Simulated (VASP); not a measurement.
Wanted: the native input for a VASP 6.6.1 run.

```
Task                   : single point
Functional             : PBEsol
Potentials or basis    : VASP PAW PBE potentials, release 64 (Bi_d)
Cutoff                 : 520 eV
k mesh                 : 15 × 15 × 15
Occupations            : gaussian, width 0.1 eV
Spin                   : no spin polarisation
Dipole correction      : no
Further INCAR settings : ALGO = Fast; EDIFF = 1e-06; NBANDS = 22
```

The structure of Bi lies in POSCAR:

```
Bi
1.0
    2.2623491945      1.3061679164      3.8824972606
   -2.2623491945      1.3061679164      3.8824972606
    0.0000000000     -2.6123358328      3.8824972606
Bi
2
Direct
    0.2368165562      0.2368165562      0.2368165562
    0.7631834438      0.7631834438      0.7631834438
```

The input as run:

INCAR

```
  ALGO = Fast
  EDIFF = 1E-6
  ENCUT = 520
  GGA = PS
  ISIF = 2
  ISMEAR = 0
  LASPH = True
  LCHARG = False
  LREAL = False
  LWAVE = False
  NBANDS = 22
  NELM = 100
  PREC = Accurate
  SIGMA = 0.1
```

KPOINTS

```
k-points
0
Gamma
  15 15 15
```

Potentials or basis: VASP PAW PBE potentials, release 64 (Bi_d).

Launch:

```bash
$ cat potpaw_PBE.64/Bi_d/POTCAR > POTCAR
$ mpirun -np 1 vasp_std > vasp.out
```

Results of the run:

```yaml
Pressure: 0.0 GPa
Largest_force: 0.006 eV/Å
Band_gap_on_the_k_mesh: zero (band 15 reaches 6.38 eV, above the bottom of band 16 at 6.26 eV)
```

Caveat: the PAW data sets were made with another functional, which shifts forces and pressure a little; spin-orbit coupling is left out, which moves the levels of the heavy elements.

Run time: 9.6 min on 1 thread of Intel(R) Xeon(R) Platinum 8259CL CPU @ 2.50GHz (Skylake/Cascade Lake), with other jobs on the host, peak memory 0.51 GiB.
